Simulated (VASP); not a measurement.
# TiC (Fm-3m) in VASP: a series of runs

TiC is run at these levels: r2SCAN; tasks: single point.

Program: VASP 6.6.1. These are calculated values, not measurements. Logs are shortened: lines on timing, memory, paths and dates and some standing lists are left out, and cuts for length are marked.

### 1 The cell of the first run

Symmetry: Fm-3m, No. 225, cubic system. Conventional cell: a = 4.329 Å, b = 4.329 Å, c = 4.329 Å, α = 90.00°, β = 90.00°, γ = 90.00°. Ti (site symmetry m-3m) has 6 C at 2.16 Å within 2.9 Å. C (site symmetry m-3m) has 6 Ti at 2.16 Å within 2.9 Å.

### 2 Single point, r2SCAN

The input, POSCAR:

```
TiC
1.0
    0.0000000000      2.1642569600      2.1642569600
    2.1642569600      0.0000000000      2.1642569600
    2.1642569600      2.1642569600      0.0000000000
Ti C
1 1
Direct
    0.0000000000      0.0000000000      0.0000000000
    0.5000000000      0.5000000000      0.5000000000
```

The input, INCAR.step1:

```
SYSTEM = TiC
PREC = Accurate ; ENCUT = 520
ISMEAR = -1 ; SIGMA = 0.1
LREAL = .FALSE. ; LASPH = .TRUE.
NELM = 60 ; NBANDS = 15
GGA = PE ; ALGO = Normal
EDIFF = 1E-4 ; LWAVE = .TRUE.
LCHARG = .FALSE.
```

The input, INCAR.step2:

```
SYSTEM = TiC
PREC = Accurate ; ENCUT = 520
EDIFF = 1E-6 ; ISMEAR = -1
SIGMA = 0.1 ; LREAL = .FALSE.
LASPH = .TRUE. ; NELM = 60
ALGO = Normal ; ISIF = 2
LWAVE = .FALSE. ; LCHARG = .TRUE.
METAGGA = R2SCAN ; LMIXTAU = .TRUE.
LELF = .TRUE. ; LVHAR = .TRUE.
NBANDS = 15 ; ISTART = 1
```

The input, KPOINTS:

```
Automatic mesh
0
G
  13 13 13
  0 0 0
```

Potentials or basis: VASP PAW PBE potentials, release 64 (Ti_sv, C).

On the command line:

```bash
> cat potpaw_PBE.64/Ti_sv/POTCAR potpaw_PBE.64/C/POTCAR > POTCAR
> cp INCAR.step1 INCAR
> mpirun -np 1 vasp_std > vasp.out
> cp INCAR.step2 INCAR
> mpirun -np 1 vasp_std > vasp.out
```

OUTCAR:

```text
SYSTEM = TiC
   PREC = Accurate
   ENCUT = 520
   EDIFF = 1E-6
   ISMEAR = -1
   LREAL = .FALSE.
   LASPH = .TRUE.
   NELM = 60
   ISIF = 2
   METAGGA = R2SCAN
   ISTART = 1

 ion  position               nearest neighbor table
   1  0.000  0.000  0.000-   2 2.16   2 2.16   2 2.16   2 2.16   2 2.16   2 2.16
   2  0.500  0.500  0.500-   1 2.16   1 2.16   1 2.16   1 2.16   1 2.16   1 2.16

  LATTYP: Found a face centered cubic cell.
 ALAT       =     4.3285139200

  Lattice vectors:

 A1 = (   0.0000000000,   2.1642569600,   2.1642569600)
 A2 = (   2.1642569600,   0.0000000000,   2.1642569600)
 A3 = (   2.1642569600,   2.1642569600,   0.0000000000)

Analysis of symmetry for initial positions (statically):
=====================================================================
 Subroutine PRICEL returns:
 Original cell was already a primitive cell.

 Routine SETGRP: Setting up the symmetry group for a
 face centered cubic supercell.

 Subroutine GETGRP returns: Found 48 space group operations
 (whereof 48 operations were pure point group operations)
 out of a pool of 48 trial point group operations.

The static configuration has the point symmetry O_h .

Analysis of symmetry for dynamics (positions and initial velocities):
=====================================================================
 Subroutine PRICEL returns:
 Original cell was already a primitive cell.

 Routine SETGRP: Setting up the symmetry group for a
 face centered cubic supercell.

 Subroutine GETGRP returns: Found 48 space group operations
 (whereof 48 operations were pure point group operations)
 out of a pool of 48 trial point group operations.

The dynamic configuration has the point symmetry O_h .

 Subroutine INISYM returns: Found 48 space group operations
 (whereof 48 operations are pure point group operations),
 and found     1 'primitive' translations

----------------------------------------------------------------------------------------

                                     Primitive cell

  volume of cell :      20.2748

  direct lattice vectors                    reciprocal lattice vectors
     0.000000000  2.164256960  2.164256960    -0.231026172  0.231026172  0.231026172
     2.164256960  0.000000000  2.164256960     0.231026172 -0.231026172  0.231026172
     2.164256960  2.164256960  0.000000000     0.231026172  0.231026172 -0.231026172

  length of vectors
     3.060721545  3.060721545  3.060721545     0.400149067  0.400149067  0.400149067

  position of ions in fractional coordinates (direct lattice)
     0.000000000  0.000000000  0.000000000
     0.500000000  0.500000000  0.500000000

  ion indices of the primitive-cell ions
   primitive index   ion index
                 1           1
                 2           2

----------------------------------------------------------------------------------------

 KPOINTS: Automatic mesh

Automatic generation of k-mesh.
 Grid dimensions read from file:
 generate k-points for:   13   13   13

 Generating k-lattice:

  Cartesian coordinates                     Fractional coordinates (reciprocal lattice)
    -0.017771244  0.017771244  0.017771244     0.076923077  0.000000000  0.000000000
     0.017771244 -0.017771244  0.017771244     0.000000000  0.076923077  0.000000000
     0.017771244  0.017771244 -0.017771244     0.000000000  0.000000000  0.076923077

  Length of vectors
     0.030780697  0.030780697  0.030780697

  Shift w.r.t. Gamma in fractional coordinates (k-lattice)
     0.000000000  0.000000000  0.000000000

 Subroutine IBZKPT returns following result:
 ===========================================

 Found     84 irreducible k-points:

 Following reciprocal coordinates:
            Coordinates               Weight
  0.000000  0.000000  0.000000      1.000000
  0.076923  0.000000  0.000000      8.000000
  0.153846  0.000000  0.000000      8.000000
  0.230769  0.000000  0.000000      8.000000
  0.307692  0.000000  0.000000      8.000000
  0.384615  0.000000  0.000000      8.000000
[... 16 lines left out ...]
  0.384615  0.153846  0.000000     24.000000
  0.461538  0.153846  0.000000     24.000000
 [... further k-points ...]
   k-points           NKPTS =     84   k-points in BZ     NKDIM =     84   number of bands    NBANDS=     15
   number of dos      NEDOS =    301   number of ions     NIONS =      2
   total plane-waves  NPLWV =  13824
   dimension x,y,z NGX =    24 NGY =   24 NGZ =   24
   dimension x,y,z NGXF=    48 NGYF=   48 NGZF=   48
   ions per type =               1   1
   NGX,Y,Z   is equivalent  to a cutoff of  13.04, 13.04, 13.04 a.u.
   NGXF,Y,Z  is equivalent  to a cutoff of  26.07, 26.07, 26.07 a.u.
 SYSTEM =  TiC
   PREC   = accura    normal or accurate (medium, high low for compatibility)
   ISTART =      1    job   : 0-new  1-cont  2-samecut
   ICHARG =      0    charge: 1-file 2-atom 10-const
   ISPIN  =      1    spin polarized calculation?
   LNONCOLLINEAR =      F non collinear calculations
   LSORBIT =      F    spin-orbit coupling
   LASPH  =      T    aspherical Exc in radial PAW
   ENCUT  =  520.0 eV  38.22 Ry    6.18 a.u.   5.69  5.69  5.69*2*pi/ulx,y,z
   NELM   =     60;   NELMIN=  2; NELMDL=  0     # of ELM steps
   EDIFF  = 0.1E-05   stopping-criterion for ELM
   LREAL  =      F    real-space projection
   EDIFFG = 0.1E-04   stopping-criterion for IOM
   NSW    =      0    number of steps for IOM
   IBRION =     -1    ionic relax: 0-MD 1-quasi-New 2-CG
   NFREE  =      0    steps in history (QN), initial steepest desc. (CG)
   ISIF   =      2    stress and relaxation
   ISYM   =      2    0-nonsym 1-usesym 2-fastsym
   POTIM  = 0.5000    time-step for ionic-motion
   TEBEG  =    0.0;   TEEND  =   0.0 temperature during run
   PSTRESS=    0.0 pullay stress
   NELECT =      16.0000    total number of electrons
   NUPDOWN=      -1.0000    fix difference up-down
   EMIN   =  10.00;   EMAX   =-10.00  energy-range for DOS
   EFERMI =   0.00;   METHOD = LEGACY
   ISMEAR =    -1;   SIGMA  =   0.10  broadening in eV -4-tet -1-fermi 0-gaus
   EFERMI_NEDOS =   21; number of points for ismear=-14 and -15
   IALGO  =     38    algorithm
   IMIX   =      4    mixing-type and parameters
     AMIX     =   0.40;   BMIX     =  1.00
     AMIX_MAG =   1.60;   BMIX_MAG =  1.00
  volume/ion in A,a.u.               =      10.14        68.41
  Fermi-wavevector in a.u.,A,eV,Ry     =   1.512850  2.858873 31.139879  2.288717
  Thomas-Fermi vector in A             =   2.622720
   LORBIT       =      0    0 simple, 1 ext, 2 COOP (PROOUT), +10 PAW based schemes
   METAGGA = R2SCAN    functional components
   LHFCALC =     F    Hartree Fock is set to
   AEXX    =    0.0000 exact exchange contribution
   IVDW    =     0    specifies the selected vdW correction
   LEPSILON=     F    determine dielectric tensor
   LRPA    =     F    only Hartree local field effects (RPA)
 non-spin polarized calculation
  energy-cutoff  :      520.00
  volume of cell :       20.27
 maximum number of plane-waves:       557
   NGX = 11   NGY = 11   NGZ = 11

 number of electron      16.0000001 magnetization

 Free energy of the ion-electron system (eV)
  ---------------------------------------------------
  ext. energy  EPLUGINS =         0.00000000
  ---------------------------------------------------
  free energy    TOTEN  =       -24.87338889 eV

  energy without entropy =      -24.86520103  energy(sigma->0) =      -24.86929496

 E-fermi :   9.5135     XC(G=0): -13.6006

 val. band max:        9.3643024408   @ k =   0.1538   0.1538   0.0000
 cond. band min:       9.5770126688   @ k =   0.3846   0.3077   0.0000
 fundamental gap:      0.2127102280
 Fermi energy:         9.5135192507

 k-point     1 :       0.0000    0.0000    0.0000
  band No.  band energies     occupation
      1     -49.4582      2.00000
      2     -24.4352      2.00000
      3     -24.4351      2.00000
      4     -24.4351      2.00000
      5      -3.7031      2.00000
      6      10.3786      0.00035
      7      10.3786      0.00035
      8      10.3786      0.00035
      9      11.1810      0.00000
     10      11.1810      0.00000
     11      11.1810      0.00000
     12      11.2350      0.00000
     13      11.2350      0.00000
     14      20.7395      0.00000
     15      24.3520      0.00000

 k-point     2 :       0.0769    0.0000    0.0000
  band No.  band energies     occupation
      1     -49.4539      2.00000
      2     -24.4659      2.00000
      3     -24.4379      2.00000
      4     -24.4379      2.00000
      5      -3.5656      2.00000
      6       9.6409      0.43727
      7       9.8344      0.07771
      8       9.8344      0.07769
      9      10.6310      0.00003
     10      10.6310      0.00003
     11      11.5985      0.00000
     12      12.5336      0.00000
     13      12.5337      0.00000
     14      20.9940      0.00000
     15      24.3723      0.00000

 k-point     3 :       0.1538    0.0000    0.0000
  band No.  band energies     occupation
      1     -49.4419      2.00000
      2     -24.5505      2.00000
      3     -24.4455      2.00000
      4     -24.4454      2.00000
      5      -3.1665      2.00000
      6       8.3782      1.99998
      7       8.7630      1.99890
      8       8.7630      1.99890
      9      10.8958      0.00000
     10      10.8958      0.00000
     11      12.0486      0.00000
     12      13.9249      0.00000
     13      13.9249      0.00000
     14      21.5131      0.00000
     15      24.3064      0.00000
[... 343 lines left out ...]
 k-point    23 :       0.3846    0.1538    0.0000
  band No.  band energies     occupation
      1     -49.3920      2.00000
      2     -24.8122      2.00000
      3     -24.5167      2.00000
      4     -24.5125      2.00000
      5      -1.3744      2.00000
      6       5.0950      2.00000
      7       6.8446      2.00000
      8       7.4949      2.00000
      9      11.0833      0.00000
     10      12.5259      0.00000
     11      13.4843      0.00000
     12      15.3711      0.00000
     13      16.9826      0.00000
     14      21.4619      0.00000
     15      25.2982      0.00000

 k-point    24 :       0.4615    0.1538    0.0000
  band No.  band energies     occupation
      1     -49.3803      2.00000
      2     -24.8818      2.00000
      3     -24.5384      2.00000
      4     -24.5130      2.00000
      5      -0.7492      2.00000
      6       4.3882      2.00000
      7       6.4261      2.00000
      8       6.9808      2.00000
      9      11.7039      0.00000
     10      12.7627      0.00000
     11      13.6587      0.00000
     12      16.3264      0.00000
     13      17.1043      0.00000
     14      20.5902      0.00000
     15      24.9899      0.00000

 [... further k-points ...]
[... 5 lines left out ...]
  --------------------------------------------------------------------------------------
  -------------------------------------------------------------------------------------
  Total        0.1036866      0.1036866      0.1036866     -0.0000000      0.0000000     -0.0000000
  in kB        8.1936364      8.1936364      8.1936364     -0.0000000      0.0000000     -0.0000000
  external PRESSURE =       8.1936364 kB  Pullay stress =       0.0000000 kB

 VOLUME and BASIS-vectors are now :
 -----------------------------------------------------------------------------
  energy-cutoff  :      520.00
  volume of cell :       20.27
      direct lattice vectors                 reciprocal lattice vectors
     0.000000000  2.164256960  2.164256960    -0.231026172  0.231026172  0.231026172
     2.164256960  0.000000000  2.164256960     0.231026172 -0.231026172  0.231026172
     2.164256960  2.164256960  0.000000000     0.231026172  0.231026172 -0.231026172

 POSITION                                       TOTAL-FORCE (eV/Angst)
 -----------------------------------------------------------------------------------
      0.00000      0.00000      0.00000        -0.000000     -0.000000     -0.000000
      2.16426      2.16426      2.16426         0.000000      0.000000      0.000000
 -----------------------------------------------------------------------------------
    total drift:                                0.000000     -0.000000     -0.000000

  FREE ENERGIE OF THE ION-ELECTRON SYSTEM (eV)
  ---------------------------------------------------
  free  energy   TOTEN  =       -24.8733888867 eV

  energy  without entropy=      -24.8652010259  energy(sigma->0) =      -24.86929496
```

Wall time 37 s (1 thread of Intel Xeon 6975P-C (Granite Rapids), shared host); peak memory 0.16 GiB.

Results:

```yaml
Free_energy: -24.8734 eV
Pressure: 0.8 GPa
Band_gap_on_the_k_mesh: zero (band 8 reaches 10.38 eV, above the bottom of band 9 at 9.06 eV)
```

Caveat: the PAW data sets were made with another functional, which shifts forces and pressure a little.

### 3 Single point, r2SCAN

This run uses another cell than the first one, of 10.34 Å³/atom, 1.020 times its volume.

The input, POSCAR:

```
TiC
1.0
    0.0000000000      2.1785902100      2.1785902100
    2.1785902100      0.0000000000      2.1785902100
    2.1785902100      2.1785902100      0.0000000000
Ti C
1 1
Direct
    0.0000000000      0.0000000000      0.0000000000
    0.5000000000      0.5000000000      0.5000000000
```

The input, INCAR.step1:

```
ALGO = Normal
EDIFF = 1E-4
ENCUT = 520
GGA = PE
ISMEAR = -1
LASPH = T
LCHARG = F
LREAL = F
LWAVE = T
NBANDS = 15
NELM = 100
PREC = Accurate
SIGMA = 0.1
```

The input, INCAR.step2:

```
ALGO = Normal
EDIFF = 1E-6
ENCUT = 520
ISIF = 2
ISMEAR = -1
ISTART = 1
LASPH = T
LCHARG = T
LELF = T
LMIXTAU = T
LREAL = F
LVHAR = T
LWAVE = F
METAGGA = R2SCAN
NBANDS = 15
NELM = 100
PREC = Accurate
SIGMA = 0.1
```

The input, KPOINTS:

```
k-points
0
Gamma
  13 13 13
```

Potentials or basis: VASP PAW PBE potentials, release 64 (Ti_sv, C).

On the command line:

```bash
> cat potpaw_PBE.64/Ti_sv/POTCAR potpaw_PBE.64/C/POTCAR > POTCAR
> cp INCAR.step1 INCAR
> mpirun -np 1 vasp_std > vasp.out
> cp INCAR.step2 INCAR
> mpirun -np 1 vasp_std > vasp.out
```

Wall time 35 s (1 thread of Intel Xeon 6975P-C (Granite Rapids), shared host); peak memory 0.16 GiB.

The run converged. Its results:

```
Free energy            : -24.8694 eV
Pressure               : -4.2 GPa
Band gap on the k mesh : zero (band 8 reaches 10.14 eV, above the bottom of band 9 at 8.83 eV)
```

Levels at points of the mesh, in eV from the Fermi level:
```csv
k point,band 4,band 5,band 6,band 7,band 8,band 9,band 10,band 11,band 12,band 13
"(0.00, 0.00, 0.00)",-34.02,-13.12,0.86,0.86,0.86,1.64,1.64,1.64,1.68,1.68
```

Caveat: the PAW data sets were made with another functional, which shifts forces and pressure a little.

### 4 Single point, r2SCAN

This run uses another cell than the first one, of 10.54 Å³/atom, 1.040 times its volume.

The input, POSCAR:

```
TiC
1.0
    0.0000000000      2.1927372900      2.1927372900
    2.1927372900      0.0000000000      2.1927372900
    2.1927372900      2.1927372900      0.0000000000
Ti C
1 1
Direct
    0.0000000000      0.0000000000      0.0000000000
    0.5000000000      0.5000000000      0.5000000000
```

The input, INCAR.step1:

```
SYSTEM = TiC
PREC = Accurate
ENCUT = 520
ISMEAR = -1
SIGMA = 0.1
LREAL = .FALSE.
LASPH = .TRUE.
NELM = 60
NBANDS = 15
GGA = PE
ALGO = Normal
EDIFF = 1E-4
LWAVE = .TRUE.
LCHARG = .FALSE.
```

The input, INCAR.step2:

```
SYSTEM = TiC
PREC = Accurate
ENCUT = 520
EDIFF = 1E-7
ISMEAR = -1
SIGMA = 0.1
LREAL = .FALSE.
LASPH = .TRUE.
NELM = 60
ALGO = Normal
ISIF = 2
LWAVE = .FALSE.
LCHARG = .FALSE.
METAGGA = R2SCAN
LMIXTAU = .TRUE.
NBANDS = 15
ISTART = 1
```

The input, KPOINTS:

```
regular mesh
0
G
  13 13 13
  0 0 0
```

On the command line:

```bash
> cat potpaw_PBE.64/Ti_sv/POTCAR potpaw_PBE.64/C/POTCAR > POTCAR
> cp INCAR.step1 INCAR
> mpirun -np 1 vasp_std > vasp.out
> cp INCAR.step2 INCAR
> mpirun -np 1 vasp_std > vasp.out
```

Wall time 43 s (1 thread of Intel Xeon 6975P-C (Granite Rapids), shared host); peak memory 0.16 GiB.

The run converged. Its results:

* Free energy: -24.8532 eV
* Pressure: -8.8 GPa
* Band gap on the k mesh: zero (band 8 reaches 9.90 eV, above the bottom of band 9 at 8.60 eV)

Levels at points of the mesh, in eV from the Fermi level:
| k point | band 4 | band 5 | band 6 | band 7 | band 8 | band 9 | band 10 | band 11 | band 12 | band 13 |
| --- | --- | --- | --- | --- | --- | --- | --- | --- | --- | --- |
| (0.00, 0.00, 0.00) | -34.09 | -13.03 | 0.84 | 0.84 | 0.84 | 1.62 | 1.62 | 1.62 | 1.63 | 1.63 |

Caveat: the PAW data sets were made with another functional, which shifts forces and pressure a little.

### 5 Single point, r2SCAN

This run uses another cell than the first one, of 10.75 Å³/atom, 1.060 times its volume.

The input, POSCAR:

```
TiC
1.0
    0.0000000000      2.2067041500      2.2067041500
    2.2067041500      0.0000000000      2.2067041500
    2.2067041500      2.2067041500      0.0000000000
Ti C
1 1
Direct
    0.0000000000      0.0000000000      0.0000000000
    0.5000000000      0.5000000000      0.5000000000
```

The input, INCAR.step1:

```
PREC = Accurate
ENCUT = 520
ISMEAR = -1
SIGMA = 0.1
LREAL = False
LASPH = True
NELM = 80
NBANDS = 15
GGA = PE
ALGO = Normal
EDIFF = 1E-4
LWAVE = True
LCHARG = False
```

The input, INCAR.step2:

```
PREC = Accurate
ENCUT = 520
EDIFF = 1E-6
ISMEAR = -1
SIGMA = 0.1
LREAL = False
LASPH = True
NELM = 80
ALGO = Normal
ISIF = 2
LWAVE = False
LCHARG = True
METAGGA = R2SCAN
LMIXTAU = True
LELF = True
LVHAR = True
NBANDS = 15
ISTART = 1
```

The input, KPOINTS:

```
Automatic mesh
0
Gamma
  13 13 13
```

On the command line:

```bash
> cat potpaw_PBE.64/Ti_sv/POTCAR potpaw_PBE.64/C/POTCAR > POTCAR
> cp INCAR.step1 INCAR
> mpirun -np 1 vasp_std > vasp.out
> cp INCAR.step2 INCAR
> mpirun -np 1 vasp_std > vasp.out
```

Run time: 39 s. Hardware: 1 thread of Intel Xeon 6975P-C (Granite Rapids), shared host; peak memory 0.16 GiB.

It converged, with:

```yaml
Free_energy: -24.8260 eV
Pressure: -12.9 GPa
Band_gap_on_the_k_mesh: zero (band 8 reaches 9.67 eV, above the bottom of band 9 at 8.39 eV)
```

Levels at points of the mesh, in eV from the Fermi level:
| k point | band 4 | band 5 | band 6 | band 7 | band 8 | band 9 | band 10 | band 11 | band 12 | band 13 |
| --- | --- | --- | --- | --- | --- | --- | --- | --- | --- | --- |
| (0.00, 0.00, 0.00) | -34.16 | -12.94 | 0.83 | 0.83 | 0.83 | 1.59 | 1.59 | 1.59 | 1.59 | 1.59 |

Caveat: the PAW data sets were made with another functional, which shifts forces and pressure a little.

### 6 Overview

| cell | gap on the mesh (eV) | pressure (GPa) |
| --- | --- | --- |
| a = 3.061 Å, angles 60.0°, 2 atoms | none | 0.8 |
| a = 3.081 Å, angles 60.0°, 2 atoms | none | -4.2 |
| a = 3.101 Å, angles 60.0°, 2 atoms | none | -8.8 |
| a = 3.121 Å, angles 60.0°, 2 atoms | none | -12.9 |

Alike in all rows: task single point; level r2SCAN; potentials or basis VASP PAW PBE potentials, release 64 (Ti_sv, C); no spin polarisation; k mesh 13 × 13 × 13; cutoff (eV) 520; smearing fermi-dirac 0.1 eV.

Caveats: the PAW data sets were made with another functional, which shifts forces and pressure a little.

Total energies depend on the potentials used, so only differences within one code and one set of settings carry meaning.
